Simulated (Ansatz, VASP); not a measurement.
# Sr2B3: VASP beside Ansatz

```
B Sr
1.0
     6.75756    0.00000    0.00000
     0.00000    6.75756    0.00000
     0.00000    0.00000    3.94373
B Sr
6 4
Cartesian
  2.5098 5.8885 1.9719
  0.8690 2.5098 1.9719
  4.2478 0.8690 1.9719
  5.8885 4.2478 1.9719
  0.0000 0.0000 1.9719
  3.3788 3.3788 1.9719
  1.1718 4.5505 0.0000
  2.2070 1.1718 0.0000
  5.5858 2.2070 0.0000
  4.5505 5.5858 0.0000
```

Alike in both runs: task single point; functional PBE; k mesh 3 × 3 × 5; occupations fermi-dirac, width 0.0901 eV; no spin polarisation.

```csv
,VASP,Ansatz
version,VASP 6.6.1,Ansatz 0.2.0
potentials or method,"VASP PAW PBE potentials, release 64 (B, Sr_sv), cutoff 520 eV",PAW plane waves
valence electrons in the cell,58,58
```

Ansatz gave:

```
gap on the k mesh at the Fermi level (eV)                     : none
pressure (GPa)                                                : 0.6
traceless stress, the component that is largest in VASP (GPa) : 5.63
rms of the force components (eV/Å)                            : 0.428
```

**Question.** Estimate VASP's values.

**Answer.** gap on the k mesh at the Fermi level (eV): none; pressure (GPa): 0.8; traceless stress, the component that is largest in VASP (GPa): 5.67; rms of the force components (eV/Å): 0.428.

Atom by atom the forces differ by 0.002 eV/Å (rms over components). A gap of «none» marks a metal or a gap that the smearing closes. The functional is the same, so the differences come from potentials, cutoffs and numerics.
